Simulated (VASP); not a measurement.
# Co (P6_3/mmc) in VASP: further runs, part 2 of 2

VASP 6.6.1. Earlier steps stand in the parts before.

## 5. Single point, PBE, collinear spin, ferromagnetic start

The input, INCAR:

```
SYSTEM = Co
PREC = Accurate ; ENCUT = 600
EDIFF = 1E-6 ; ISMEAR = -1
SIGMA = 0.1 ; LREAL = .False.
LASPH = .True. ; NELM = 200
ALGO = Normal ; ISIF = 2
LWAVE = .False. ; LCHARG = .False.
ISPIN = 2 ; MAGMOM = 3.2 3.2 3.2 3.2
LORBIT = 11 ; LMAXMIX = 4
GGA = PE ; NBANDS = 30
GGA_COMPAT = .False.
```

The input, KPOINTS:

```
regular mesh
0
Gamma
  8 8 2
  0 0 0
```

The input, POSCAR:

```
Co
1.0
    2.4705620000      0.0000000000      0.0000000000
   -1.2352810000      2.1395694536      0.0000000000
    0.0000000000      0.0000000000      8.0882340000
Co
4
Direct
    0.0000000000      0.0000000000      0.0000000000
    0.0000000000      0.0000000000      0.5000000000
    0.3333333333      0.6666666667      0.2500000000
    0.6666666667      0.3333333333      0.7500000000
```

Potentials or basis: VASP PAW PBE potentials, release 64 (Co).

The run is started by

```sh
> cat potpaw_PBE.64/Co/POTCAR > POTCAR
> mpirun -np 1 vasp_std > vasp.out
```

OUTCAR:

```text
SYSTEM = Co
   PREC = Accurate
   ENCUT = 600
   EDIFF = 1E-6
   ISMEAR = -1
   LREAL = .False.
   LASPH = .True.
   NELM = 200
   ISIF = 2
   ISPIN = 2
   LORBIT = 11
   GGA = PE

 ion  position               nearest neighbor table
   1  0.000  0.000  0.000-   3 2.47   4 2.47   3 2.47   4 2.47   4 2.47   3 2.47
   2  0.000  0.000  0.500-   3 2.47   4 2.47   3 2.47   4 2.47   4 2.47   3 2.47
   3  0.333  0.667  0.250-   1 2.47   2 2.47   1 2.47   2 2.47   1 2.47   2 2.47
   4  0.667  0.333  0.750-   1 2.47   2 2.47   1 2.47   2 2.47   1 2.47   2 2.47

  LATTYP: Found a hexagonal cell.
 ALAT       =     2.4705620000
 C/A-ratio  =     3.2738437651

  Lattice vectors:

 A1 = (   2.4705620000,   0.0000000000,   0.0000000000)
 A2 = (  -1.2352810000,   2.1395694536,   0.0000000000)
 A3 = (   0.0000000000,   0.0000000000,   8.0882340000)
[... 1542 lines left out ...]
     0.000000000  0.000000000  8.088234000     0.000000000  0.000000000  0.123636383

 POSITION                                       TOTAL-FORCE (eV/Angst)
 -----------------------------------------------------------------------------------
      0.00000      0.00000      0.00000        -0.000000      0.000000      0.000000
      0.00000      0.00000      4.04412        -0.000000      0.000000      0.000000
     -0.00000      1.42638      2.02206         0.000000     -0.000000      0.000000
      1.23528      0.71319      6.06618        -0.000000      0.000000     -0.000000
 -----------------------------------------------------------------------------------
    total drift:                                0.000000     -0.000000      0.000000

  FREE ENERGIE OF THE ION-ELECTRON SYSTEM (eV)
  ---------------------------------------------------
  free  energy   TOTEN  =       -28.1788683475 eV

  energy  without entropy=      -28.0424465613  energy(sigma->0) =      -28.11065745

 total charge

# of ion       s       p       d       tot
------------------------------------------
    1        0.496   0.535   7.274   8.304
    2        0.496   0.535   7.274   8.304
    3        0.496   0.535   7.269   8.300
    4        0.496   0.535   7.269   8.300
--------------------------------------------------
tot          1.983   2.140  29.086  33.209

 magnetization (x)

# of ion       s       p       d       tot
------------------------------------------
    1       -0.015  -0.054   1.690   1.622
    2       -0.015  -0.054   1.690   1.622
    3       -0.015  -0.054   1.700   1.632
    4       -0.015  -0.054   1.700   1.632
--------------------------------------------------
tot         -0.059  -0.215   6.781   6.508
```

It took 40 s on 1 thread of Intel Xeon 6975P-C (Granite Rapids), shared host; peak memory 0.21 GiB.

Results:

| Item | Value |
| --- | --- |
| Free energy | -28.1789 eV |
| Pressure | 3.5 GPa |
| Net moment | 6.44 μB per cell |
| Site moments | Co +1.62, +1.63 (each value once) μB |
| Valence electrons inside the program's atomic spheres | Co 8.30 |

Caveat: the k points lie up to 0.39 Å⁻¹ apart.

## 6. Single point, PBE, collinear spin, ferromagnetic start

The input, INCAR:

```
ALGO = Normal
EDIFF = 1E-6
ENCUT = 600
GGA = PE
GGA_COMPAT = F
ISIF = 2
ISMEAR = -1
ISPIN = 2
LASPH = T
LCHARG = T
LELF = T
LMAXMIX = 4
LORBIT = 11
LREAL = F
LVHAR = T
LWAVE = F
MAGMOM = 3.2 3.2 3.2 3.2
NBANDS = 30
NELM = 200
PREC = Accurate
SIGMA = 0.1
```

The input, KPOINTS:

```
k-points
0
Gamma
  9 9 3
```

POSCAR is that of step 5.

Potentials or basis: VASP PAW PBE potentials, release 64 (Co).

The run is started by

```sh
> cat potpaw_PBE.64/Co/POTCAR > POTCAR
> mpirun -np 1 vasp_std > vasp.out
```

OUTCAR:

```text
EDIFF = 1E-6
   ENCUT = 600
   GGA = PE
   ISIF = 2
   ISMEAR = -1
   ISPIN = 2
   LASPH = T
   LORBIT = 11
   LREAL = F
   NELM = 200
   PREC = Accurate

 ion  position               nearest neighbor table
   1  0.000  0.000  0.000-   3 2.47   4 2.47   3 2.47   4 2.47   4 2.47   3 2.47
   2  0.000  0.000  0.500-   3 2.47   4 2.47   3 2.47   4 2.47   4 2.47   3 2.47
   3  0.333  0.667  0.250-   1 2.47   2 2.47   1 2.47   2 2.47   1 2.47   2 2.47
   4  0.667  0.333  0.750-   1 2.47   2 2.47   1 2.47   2 2.47   1 2.47   2 2.47

  LATTYP: Found a hexagonal cell.
 ALAT       =     2.4705620000
 C/A-ratio  =     3.2738437651

  Lattice vectors:

 A1 = (   2.4705620000,   0.0000000000,   0.0000000000)
 A2 = (  -1.2352810000,   2.1395694536,   0.0000000000)
 A3 = (   0.0000000000,   0.0000000000,   8.0882340000)

Analysis of symmetry for initial positions (statically):
=====================================================================
 Subroutine PRICEL returns:
 Original cell was already a primitive cell.

 Routine SETGRP: Setting up the symmetry group for a
 hexagonal supercell.

 Subroutine GETGRP returns: Found 24 space group operations
 (whereof 12 operations were pure point group operations)
 out of a pool of 24 trial point group operations.

The static configuration has the point symmetry D_3d.
 The point group associated with its full space group is D_6h.

Analysis of symmetry for dynamics (positions and initial velocities):
=====================================================================
 Subroutine PRICEL returns:
 Original cell was already a primitive cell.

 Routine SETGRP: Setting up the symmetry group for a
 hexagonal supercell.

[... 167 lines left out ...]
  ext. energy  EPLUGINS =         0.00000000
  ---------------------------------------------------
  free energy    TOTEN  =       -28.16618869 eV

  energy without entropy =      -28.03652033  energy(sigma->0) =      -28.10135451

 E-fermi :  10.5332     XC(G=0): -13.4920

 val. band max:       10.5280375449   @ k =   0.1111   0.0000   0.3333
 cond. band min:      10.5399096592   @ k =   0.4444   0.1111   0.0000
 fundamental gap:      0.0118721144
 Fermi energy:        10.5332357566

 spin component 1

 k-point     1 :       0.0000    0.0000    0.0000
  band No.  band energies     occupation
      1       1.4711      1.00000
      2       3.6943      1.00000
      3       3.7102      1.00000
      4       5.2937      1.00000
      5       7.5003      1.00000
      6       7.5338      1.00000
[... 781 lines left out ...]
     29      20.8264      0.00000
     30      22.3375      0.00000
 Fermi energy:        10.5332357566

 spin component 2

 k-point     1 :       0.0000    0.0000    0.0000
  band No.  band energies     occupation
      1       1.4732      1.00000
      2       3.7695      1.00000
      3       3.7744      1.00000
      4       6.1669      1.00000
      5       8.7818      1.00000
      6       8.8349      1.00000
[... 781 lines left out ...]
     29      21.4395      0.00000
     30      22.8538      0.00000

------------------------ aborting loop because EDIFF is reached ----------------------------------------

  FORCE on cell =-STRESS in cart. coord.  units (eV):
  Direction    XX          YY          ZZ          XY          YZ          ZX
  --------------------------------------------------------------------------------------
  -------------------------------------------------------------------------------------
  Total        0.8009055      0.8009055      0.4173349     -0.0000000      0.0000000      0.0000000
  in kB       30.0134572     30.0134572     15.6393747     -0.0000000      0.0000000      0.0000000
  external PRESSURE =      25.2220964 kB  Pullay stress =       0.0000000 kB

 VOLUME and BASIS-vectors are now :
 -----------------------------------------------------------------------------
  energy-cutoff  :      600.00
  volume of cell :       42.75
      direct lattice vectors                 reciprocal lattice vectors
     2.470562000  0.000000000  0.000000000     0.404766203  0.233691876  0.000000000
    -1.235281000  2.139569454  0.000000000     0.000000000  0.467383753  0.000000000
     0.000000000  0.000000000  8.088234000     0.000000000  0.000000000  0.123636383

 POSITION                                       TOTAL-FORCE (eV/Angst)
 -----------------------------------------------------------------------------------
      0.00000      0.00000      0.00000         0.000000     -0.000000     -0.000000
      0.00000      0.00000      4.04412         0.000000     -0.000000     -0.000000
     -0.00000      1.42638      2.02206         0.000000      0.000000      0.000000
      1.23528      0.71319      6.06618        -0.000000      0.000000     -0.000000
 -----------------------------------------------------------------------------------
    total drift:                                0.000000     -0.000000      0.000000

  FREE ENERGIE OF THE ION-ELECTRON SYSTEM (eV)
  ---------------------------------------------------
  free  energy   TOTEN  =       -28.1661886868 eV

  energy  without entropy=      -28.0365203257  energy(sigma->0) =      -28.10135451

 total charge

# of ion       s       p       d       tot
------------------------------------------
    1        0.495   0.532   7.278   8.305
    2        0.495   0.532   7.278   8.305
    3        0.494   0.535   7.271   8.300
    4        0.494   0.535   7.271   8.300
--------------------------------------------------
tot          1.978   2.133  29.100  33.210

 magnetization (x)

# of ion       s       p       d       tot
------------------------------------------
    1       -0.016  -0.051   1.632   1.566
    2       -0.016  -0.051   1.632   1.566
    3       -0.015  -0.051   1.654   1.588
    4       -0.015  -0.051   1.654   1.588
--------------------------------------------------
tot         -0.061  -0.205   6.573   6.307
```

OSZICAR:

```text
N       E                     dE             d eps       ncg     rms          rms(c)
DAV:   1     0.259146000587E+03    0.25915E+03   -0.17109E+04  2904   0.181E+03
DAV:   2    -0.136536587401E+02   -0.27280E+03   -0.25424E+03  2880   0.331E+02
DAV:   3    -0.306338292615E+02   -0.16980E+02   -0.16002E+02  3174   0.110E+02
DAV:   4    -0.309425331047E+02   -0.30870E+00   -0.30816E+00  3474   0.145E+01
DAV:   5    -0.309554269677E+02   -0.12894E-01   -0.12893E-01  3996   0.231E+00    0.238E+01
DAV:   6    -0.279800846943E+02    0.29753E+01   -0.23110E+01  3218   0.719E+01    0.964E+00
DAV:   7    -0.279512399869E+02    0.28845E-01   -0.34835E+00  3246   0.278E+01    0.608E+00
DAV:   8    -0.281950991885E+02   -0.24386E+00   -0.40414E-01  4238   0.115E+01    0.501E+00
DAV:   9    -0.284447510775E+02   -0.24965E+00   -0.20943E+00  3508   0.261E+01    0.852E+00
DAV:  10    -0.281612069776E+02    0.28354E+00   -0.76988E-01  3614   0.166E+01    0.367E-01
DAV:  11    -0.281661676327E+02   -0.49607E-02   -0.44428E-02  3246   0.161E+00    0.301E-01
DAV:  12    -0.281661022384E+02    0.65394E-04   -0.13199E-03  3864   0.359E-01    0.173E-01
DAV:  13    -0.281661412385E+02   -0.39000E-04   -0.10381E-04  3250   0.104E-01    0.667E-02
DAV:  14    -0.281661861336E+02   -0.44895E-04   -0.79551E-05  4114   0.138E-01    0.270E-02
DAV:  15    -0.281661873458E+02   -0.12122E-05   -0.13129E-05  3350   0.481E-02    0.142E-02
DAV:  16    -0.281661886509E+02   -0.13051E-05   -0.13040E-06  2086   0.133E-02    0.785E-03
DAV:  17    -0.281661886868E+02   -0.35864E-07   -0.81855E-07  1702   0.103E-02
   1 F= -.28166189E+02 E0= -.28101355E+02  d E =-.129668E+00  mag=     6.2426
```

stdout:

```text
POSCAR found type information on POSCAR Co
 POSCAR found :  1 types and       4 ions
 scaLAPACK will be used
 LDA part: xc-table for (Slater+PW92), standard interpolation
 POSCAR, INCAR and KPOINTS ok, starting setup
 FFT: planning ... GRIDC
 FFT: planning ... GRID_SOFT
 FFT: planning ... GRID
 WAVECAR not read
 entering main loop
```

Wall time 47 s (1 thread of Intel Xeon 6975P-C (Granite Rapids), shared host); peak memory 0.21 GiB.

Results:

```
Free energy                                           : -28.1662 eV
Pressure                                              : 2.5 GPa
Net moment                                            : 6.24 μB per cell
Site moments                                          : Co +1.57, +1.59 (each value once) μB
Valence electrons inside the program's atomic spheres : Co 8.30
```

Levels at points of the mesh, in eV from the Fermi level:
Spin up:
```
           k point  band 19  band 20  band 21  band 22  band 23  band 24
(0.00, 0.00, 0.00)    -1.47    -1.16    -1.16    -0.76    -0.76    -0.29
```
Spin down:
```tsv
k point	band 12	band 13	band 14	band 15	band 16	band 17
(0.00, 0.00, 0.00)	-0.89	-0.89	-0.84	-0.84	-0.34	0.03
```

## 7. Overview

```tsv
k mesh	gap on the mesh (eV)	pressure (GPa)	moment (μB)
4 × 4 × 1	none	6.0	6.79
5 × 5 × 2	none	5.4	6.85
6 × 6 × 2	none	2.9	6.45
8 × 8 × 2	none	3.5	6.44
9 × 9 × 3	none	2.5	6.24
```

Alike in all rows: task single point; level PBE; potentials or basis VASP PAW PBE potentials, release 64 (Co); spin collinear, ferromagnetic start; cell as given; cutoff (eV) 600; smearing fermi-dirac 0.1 eV.

Caveats: some runs use coarse meshes.

Absolute energies hang on the potentials; compare differences alone.
